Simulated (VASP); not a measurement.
# N (Pm-3m) in VASP: notebook, part 3 of 3

VASP 6.6.1. Earlier steps stand in the parts before.

### 5 Single point, PBEsol, collinear spin, ferromagnetic start

This run uses another cell than the first one, of 6.61 Å³/atom.

The input, INCAR:

```
PREC = Accurate
ENCUT = 600
EDIFF = 1E-6
ISMEAR = 0
SIGMA = 0.1
LREAL = False
LASPH = True
NELM = 200
ALGO = Normal
ISIF = 2
LWAVE = False
LCHARG = True
ISPIN = 2
MAGMOM = 1
LORBIT = 11
GGA = PS
LELF = True
LVHAR = True
NBANDS = 12
GGA_COMPAT = False
```

The input, KPOINTS:

```
Automatic mesh
0
Gamma
  10 10 10
```

The input, POSCAR:

```
N
1.0
    1.8769867339      0.0000000000      0.0000000000
    0.0000000000      1.8769867339      0.0000000000
    0.0000000000      0.0000000000      1.8770039392
N
1
Direct
    0.0000000000      0.0000000000      0.0000000000
```

Potentials or basis: VASP PAW PBE potentials, release 64 (N).

The run is started by

```console
$ cat potpaw_PBE.64/N/POTCAR > POTCAR
$ mpirun -np 1 vasp_std > vasp.out
```

OUTCAR:

```text
PREC = Accurate
   ENCUT = 600
   EDIFF = 1E-6
   ISMEAR = 0
   LREAL = False
   LASPH = True
   NELM = 200
   ISIF = 2
   ISPIN = 2
   LORBIT = 11
   GGA = PS

 ion  position               nearest neighbor table
   1  0.000  0.000  0.000-

  LATTYP: Found a simple cubic cell.
 ALAT       =     1.8769867339

  Lattice vectors:

 A1 = (   1.8769867339,   0.0000000000,   0.0000000000)
 A2 = (   0.0000000000,   1.8769867339,   0.0000000000)
 A3 = (   0.0000000000,   0.0000000000,   1.8770039392)

Analysis of symmetry for initial positions (statically):
=====================================================================
 Subroutine PRICEL returns:
 Original cell was already a primitive cell.

 Routine SETGRP: Setting up the symmetry group for a
 simple cubic supercell.

 Subroutine GETGRP returns: Found 48 space group operations
 (whereof 48 operations were pure point group operations)
 out of a pool of 48 trial point group operations.

The static configuration has the point symmetry O_h .

Analysis of symmetry for dynamics (positions and initial velocities):
=====================================================================
 Subroutine PRICEL returns:
 Original cell was already a primitive cell.

 Routine SETGRP: Setting up the symmetry group for a
 simple cubic supercell.

 Subroutine GETGRP returns: Found 48 space group operations
 (whereof 48 operations were pure point group operations)
 out of a pool of 48 trial point group operations.

The dynamic configuration has the point symmetry O_h .

Analysis of structural, dynamic, and magnetic symmetry:
=====================================================================
 Subroutine PRICEL returns:
 Original cell was already a primitive cell.

 Routine SETGRP: Setting up the symmetry group for a
 simple cubic supercell.

 Subroutine GETGRP returns: Found 48 space group operations
 (whereof 48 operations were pure point group operations)
 out of a pool of 48 trial point group operations.

The overall configuration has the point symmetry O_h .
[... 158 lines left out ...]
  band No.  band energies     occupation
      1     -15.0427      1.00000
      2      11.2962      0.00000
      3      11.2965      0.00000
      4      11.2965      0.00000
      5      29.0766      0.00000
      6      32.6965      0.00000
      7      32.6969      0.00000
      8      56.1225      0.00000
      9      56.1229      0.00000
     10      56.1229      0.00000
     11      69.6128      0.00000
     12      69.6131      0.00000
[... 333 lines left out ...]
      1     -11.4771      1.00000
      2       2.5521      1.00000
      3      11.0101      0.00000
      4      11.5710      0.00000
      5      29.6567      0.00000
      6      37.4193      0.00000
      7      39.3474      0.00000
      8      45.2682      0.00000
      9      49.2125      0.00000
     10      57.3456      0.00000
     11      60.7668      0.00000
     12      62.8100      0.00000

 [... further k-points ...]

 spin component 2

 k-point     1 :       0.0000    0.0000    0.0000
  band No.  band energies     occupation
      1     -15.0425      1.00000
      2      11.2963      0.00000
      3      11.2966      0.00000
      4      11.2966      0.00000
      5      29.0768      0.00000
      6      32.6966      0.00000
      7      32.6969      0.00000
      8      56.1223      0.00000
      9      56.1228      0.00000
     10      56.1228      0.00000
     11      69.6129      0.00000
     12      69.6134      0.00000
[... 333 lines left out ...]
      1     -11.4769      1.00000
      2       2.5522      1.00000
      3      11.0102      0.00000
      4      11.5711      0.00000
      5      29.6568      0.00000
      6      37.4192      0.00000
      7      39.3474      0.00000
      8      45.2682      0.00000
      9      49.2125      0.00000
     10      57.3456      0.00000
     11      60.7667      0.00000
     12      62.8100      0.00000

 [... further k-points ...]

------------------------ aborting loop because EDIFF is reached ----------------------------------------

  FORCE on cell =-STRESS in cart. coord.  units (eV):
  Direction    XX          YY          ZZ          XY          YZ          ZX
  --------------------------------------------------------------------------------------
  -------------------------------------------------------------------------------------
  Total       -0.7097976     -0.7097976     -0.7098106     -0.0000000      0.0000000      0.0000000
  in kB     -171.9719016   -171.9719016   -171.9750543     -0.0000000      0.0000000      0.0000000
  external PRESSURE =    -171.9729525 kB  Pullay stress =       0.0000000 kB

 VOLUME and BASIS-vectors are now :
 -----------------------------------------------------------------------------
  energy-cutoff  :      600.00
  volume of cell :        6.61
      direct lattice vectors                 reciprocal lattice vectors
     1.876986734  0.000000000  0.000000000     0.532768816  0.000000000  0.000000000
     0.000000000  1.876986734  0.000000000     0.000000000  0.532768816  0.000000000
     0.000000000  0.000000000  1.877003939     0.000000000  0.000000000  0.532763933

 POSITION                                       TOTAL-FORCE (eV/Angst)
 -----------------------------------------------------------------------------------
      0.00000      0.00000      0.00000         0.000000      0.000000      0.000000
 -----------------------------------------------------------------------------------
    total drift:                               -0.000000      0.000000      0.000000

  FREE ENERGIE OF THE ION-ELECTRON SYSTEM (eV)
  ---------------------------------------------------
  free  energy   TOTEN  =        -5.6578600708 eV

  energy  without entropy=       -5.6569573675  energy(sigma->0) =       -5.65740872

 total charge

# of ion       s       p       d       tot
------------------------------------------
    1        1.351   2.016   0.000   3.367

 magnetization (x)

# of ion       s       p       d       tot
------------------------------------------
    1        0.000   0.000   0.000   0.000
```

OSZICAR:

```text
N       E                     dE             d eps       ncg     rms          rms(c)
DAV:   1     0.783012779560E+01    0.78301E+01   -0.32378E+03  2888   0.468E+02
DAV:   2    -0.516201245252E+01   -0.12992E+02   -0.12694E+02  3272   0.105E+02
DAV:   3    -0.529971655828E+01   -0.13770E+00   -0.13605E+00  3232   0.737E+00
DAV:   4    -0.529977422116E+01   -0.57663E-04   -0.57663E-04  3116   0.197E-01
DAV:   5    -0.529977424640E+01   -0.25247E-07   -0.24688E-07  3152   0.363E-03    0.448E+00
DAV:   6    -0.564061832674E+01   -0.34084E+00   -0.12832E-02  3004   0.638E-01    0.123E+00
DAV:   7    -0.565539942578E+01   -0.14781E-01   -0.56527E-03  3092   0.411E-01    0.643E-01
DAV:   8    -0.565636907757E+01   -0.96965E-03   -0.17986E-03  3036   0.285E-01    0.222E-01
DAV:   9    -0.565780099891E+01   -0.14319E-02   -0.43829E-04  3028   0.167E-01    0.552E-02
DAV:  10    -0.565785746228E+01   -0.56463E-04   -0.12631E-05  3212   0.343E-02    0.203E-02
DAV:  11    -0.565785951756E+01   -0.20553E-05   -0.33373E-06  3036   0.119E-02    0.629E-03
DAV:  12    -0.565786007083E+01   -0.55326E-06   -0.20613E-07  2240   0.393E-03
   1 F= -.56578601E+01 E0= -.56574087E+01  d E =-.902703E-03  mag=    -0.0003
```

Wall time 3.1 s (1 thread of Intel Xeon 6975P-C (Granite Rapids), shared host); peak memory 0.11 GiB.

What came out:

* Free energy: -5.6579 eV
* Pressure: -17.2 GPa
* Net moment: 0.00 μB per cell
* Valence electrons inside the program's atomic spheres: N 3.37

Levels at points of the mesh, in eV from the Fermi level:
Spin up:
| k point | band 1 | band 2 | band 3 | band 4 | band 5 | band 6 | band 7 |
| --- | --- | --- | --- | --- | --- | --- | --- |
| (0.00, 0.00, 0.00) | -22.25 | 4.08 | 4.08 | 4.08 | 21.86 | 25.48 | 25.49 |
| (0.50, 0.00, 0.00) | -16.02 | -10.68 | 5.93 | 5.93 | 24.21 | 31.75 | 32.25 |
| (0.50, 0.50, 0.00) | -10.10 | -6.43 | -6.43 | 7.43 | 10.19 | 35.26 | 35.26 |
| (0.50, 0.50, 0.50) | -4.35 | -3.14 | -3.14 | -3.14 | 18.45 | 18.45 | 18.45 |
Spin down:
```tsv
k point	band 1	band 2	band 3	band 4	band 5	band 6	band 7
(0.00, 0.00, 0.00)	-22.25	4.08	4.08	4.08	21.87	25.48	25.49
(0.50, 0.00, 0.00)	-16.02	-10.68	5.93	5.93	24.21	31.75	32.25
(0.50, 0.50, 0.00)	-10.10	-6.43	-6.43	7.43	10.19	35.26	35.26
(0.50, 0.50, 0.50)	-4.35	-3.14	-3.14	-3.14	18.45	18.45	18.45
```

Caveat: the cell stands under tension; the PAW data sets were made with another functional, which shifts forces and pressure a little.

### 6 The runs side by side

| task | spin | cell | gap on the mesh (eV) | pressure (GPa) |
| --- | --- | --- | --- | --- |
| single point | off | a = 1.835 Å, 1 atom | none | -1.3 |
| single point | off | a = 1.877 Å, 1 atom | none | -17.2 |
| relaxation of cell and atoms | off | relaxed from a = 1.877 Å, 1 atom | none | 0.6 |
| single point | collinear, ferromagnetic start | a = 1.877 Å, 1 atom | none | -17.2 |

Alike in all rows: level PBEsol; potentials or basis VASP PAW PBE potentials, release 64 (N); k mesh 10 × 10 × 10; cutoff (eV) 600; smearing gaussian 0.1 eV.

Caveats: the PAW data sets were made with another functional, which shifts forces and pressure a little; the cell stands under tension (at least some runs).

Total energies depend on the potentials used, so only differences within one code and one set of settings carry meaning.
